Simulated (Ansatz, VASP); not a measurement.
# Ba: VASP beside Ansatz

```xyz
1
Lattice="3.7501 0.0000 0.0000 0.0000 3.7501 0.0000 0.0000 0.0000 3.7501" Properties=species:S:1:pos:R:3 pbc="T T T"
Ba    0.0000    0.0000    0.0000
```

Alike in both runs: task single point; functional LDA; k mesh 10 × 10 × 10; occupations fermi-dirac, width 0.1 eV; no spin polarisation.

|  | VASP | Ansatz |
| --- | --- | --- |
| version | VASP 6.6.1 | Ansatz 0.2.0 |
| potentials or method | VASP PAW LDA potentials, release 64 (Ba_sv), cutoff 520 eV | plane waves (420 eV) with PAW, scalar-relativistic |
| valence electrons in the cell | 10 | 10 |

VASP gave:

```
pressure (GPa) : -0.1
```

Problem. Estimate Ansatz's values.

Solution. Pressure (GPa): -0.3.

Ansatz warns that its potentials were made for another functional, while VASP's fit it. LDA's correlation is that of Perdew and Zunger in VASP and of Perdew and Wang (1992) in Ansatz.

Neither program's run includes spin-orbit coupling.
